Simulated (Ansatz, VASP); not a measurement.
## Cs3Y2I9: VASP beside Ansatz

```
Cs Y I
1.0
     8.57412    0.00000    0.00000
    -4.28706    7.42541    0.00000
     0.00000    0.00000   21.28000
Cs Y I
6 4 18
Direct
  0.00000 0.00000 0.25000
  0.00000 0.00000 0.75000
  0.33333 0.66667 0.06829
  0.66667 0.33333 0.56829
  0.33333 0.66667 0.43171
  0.66667 0.33333 0.93171
  0.66667 0.33333 0.15551
  0.33333 0.66667 0.65551
  0.66667 0.33333 0.34449
  0.33333 0.66667 0.84449
  0.50173 0.00346 0.25000
  0.49827 0.50173 0.75000
  0.99654 0.49827 0.25000
  0.49827 0.99654 0.75000
  0.50173 0.49827 0.25000
  0.00346 0.50173 0.75000
  0.83794 0.67588 0.08397
  0.16206 0.83794 0.58397
  0.32412 0.16206 0.08397
  0.16206 0.32412 0.58397
  0.83794 0.16206 0.08397
  0.67588 0.83794 0.58397
  0.32412 0.16206 0.41603
  0.16206 0.83794 0.91603
  0.83794 0.67588 0.41603
  0.67588 0.83794 0.91603
  0.83794 0.16206 0.41603
  0.16206 0.32412 0.91603
```

Change from the starting cell: x and y stretched by +2 %.

Alike in both runs: task electric field gradients; functional PBE; k mesh 4 × 4 × 2; occupations fermi-dirac, width 0.02 eV; no spin polarisation.

|  | VASP | Ansatz |
| --- | --- | --- |
| version | VASP 6.6.1 | Ansatz 0.2.0 |
| potentials or method | VASP PAW PBE potentials, release 64 (Cs_sv, Y_sv, I) | plane-wave PAW, scalar-relativistic |
| plane-wave cutoff (eV) | 400 | 420 |
| valence electrons in the cell | 224 | 404 |

```csv
,VASP,Ansatz,Ansatz less VASP
gap on the k mesh at the Fermi level (eV),2.49,2.49,+0.002
pressure (GPa),-0.1,-0.1,0.00
"traceless stress, the component that is largest in VASP (GPa)",0.28,0.28,+0.001
rms of the force components (eV/Å),0.111,0.111,-0.0001
size of Vzz on the site where it differs most (V/Å²),157.0,162.1,+5.05
```

Atom by atom the forces differ by 0.001 eV/Å (rms over components). The functional is the same, so the differences come from potentials, cutoffs and numerics. VASP's potentials hold 224 valence electrons a cell and Ansatz's 404, so a difference there can come from the potentials and not from the codes.

Spin-orbit coupling is off throughout.
